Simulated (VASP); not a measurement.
## SiC: single point with PBEsol

The system is SiC.

```
CELL_PARAMETERS angstrom
3.05383 0.00000 0.00000
-1.52691 2.64469 0.00000
0.00000 0.00000 5.01078
ATOMIC_POSITIONS crystal
Si 0.66667 0.33333 0.50460
Si 0.33333 0.66667 0.00460
C 0.66667 0.33333 0.88040
C 0.33333 0.66667 0.38040
```

| Property | Result |
| --- | --- |
| Program | VASP 6.6.1 |
| Task | single point |
| Functional | PBEsol |
| Potentials or basis | VASP PAW PBE potentials, release 64 (Si, C) |
| Cutoff | 520 eV |
| k mesh | 10 × 10 × 5 |
| Occupations | fermi-dirac, width 0.05 eV |
| Spin | no spin polarisation |

```json
{"Pressure": "5.4 GPa", "Band gap on the k mesh": "2.24 eV (least direct gap 3.89 eV)"}
```

Levels at points of the mesh, in eV from the valence-band top:
| k point | band 4 | band 5 | band 6 | band 7 | band 8 | band 9 | band 10 | band 11 | band 12 | band 13 |
| --- | --- | --- | --- | --- | --- | --- | --- | --- | --- | --- |
| (0.00, 0.00, 0.00) | -1.33 | -1.33 | -0.11 | 0.00 | 0.00 | 4.92 | 6.38 | 6.72 | 6.72 | 7.87 |
| (0.50, 0.00, 0.00) | -6.37 | -5.55 | -3.41 | -3.39 | -1.21 | 2.69 | 4.14 | 6.96 | 7.13 | 10.21 |

Wall time 11 s on 1 thread of AMD EPYC 9R45 96-Core Processor (Zen 5), with other jobs on the host, peak memory 0.13 GiB.

Caveat: the cell stands under pressure; the PAW data sets were made with another functional, which shifts forces and pressure a little. PBEsol gaps usually lie below the measured ones, often by a third to a half.
